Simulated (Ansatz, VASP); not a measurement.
WC in VASP and in Ansatz

Contents of INCAR:

```
SYSTEM = WC
PREC = Accurate
ENCUT = 520
EDIFF = 1E-6
ISMEAR = 0
SIGMA = 0.15
LREAL = .False.
LASPH = .True.
NELM = 80
ALGO = Normal
ISIF = 2
LWAVE = .False.
LCHARG = .False.
GGA = PS
NBANDS = 16
```

File KPOINTS:

```
Automatic mesh
0
Gamma
  24 24 22
  0 0 0
```

File POSCAR:

```
WC
1.0
    2.9853660763      0.0000000000      0.0000000000
   -1.4926830382      2.5100998657      0.0000000000
    0.0000000000      0.0000000000      2.8276119040
W C
1 1
Direct
    0.0000000000      0.0000000000      0.0000000000
    0.6666666667      0.3333333333      0.5000000000
```

Input for Ansatz:

```yaml
crystal:
  lattice:
    - [2.9853660763, 0.0, 0.0]
    - [-1.4926830382, 2.5100998657, 0.0]
    - [0.0, 0.0, 2.827611904]
  atoms:
    - { symbol: W, position: [0.0, 0.0, 0.0] }
    - { symbol: C, position: [0.6666666667, 0.3333333333, 0.5] }
basis:
  ecutwfc: 420
kpoints:
  mp_grid: { grid: [24, 24, 22] }
hamiltonian:
  xc: pbesol
scf:
  occupations: { method: gaussian, width: 0.15 }
output:
  forces: true
  stress: true
  eigenvalues: true
```

Change from the starting cell: strain +0.0300 x Voigt [1, 0, 0, 0, 0, 0], atoms carried along.

Alike in both runs: task single point; functional PBEsol; k mesh 24 × 24 × 22; occupations gaussian, width 0.15 eV; no spin polarisation.

|  | VASP | Ansatz |
| --- | --- | --- |
| version | VASP 6.6.1 | Ansatz 0.2.0 |
| potentials or method | VASP PAW PBE potentials, release 64 (W_sv, C), cutoff 520 eV | scalar-relativistic, plane waves, PAW |
| valence electrons in the cell | 18 | 18 |

VASP gave:

| Quantity | Value |
| --- | --- |
| gap on the k mesh at the Fermi level (eV) | none |
| pressure (GPa) | -9.4 |
| traceless stress, the component that is largest in VASP (GPa) | -9.63 |
| rms of the force components (eV/Å) | 0.085 |

Question: Which values does Ansatz return?

Answer: gap on the k mesh at the Fermi level (eV): none; pressure (GPa): -10.5; traceless stress, the component that is largest in VASP (GPa): -9.48; rms of the force components (eV/Å): 0.083.

VASP's potentials were made for PBE, not for PBEsol. Atom by atom the forces differ by 0.002 eV/Å (rms over components). A gap of «none» marks a metal or a gap that the smearing closes.

Neither program's run includes spin-orbit coupling.
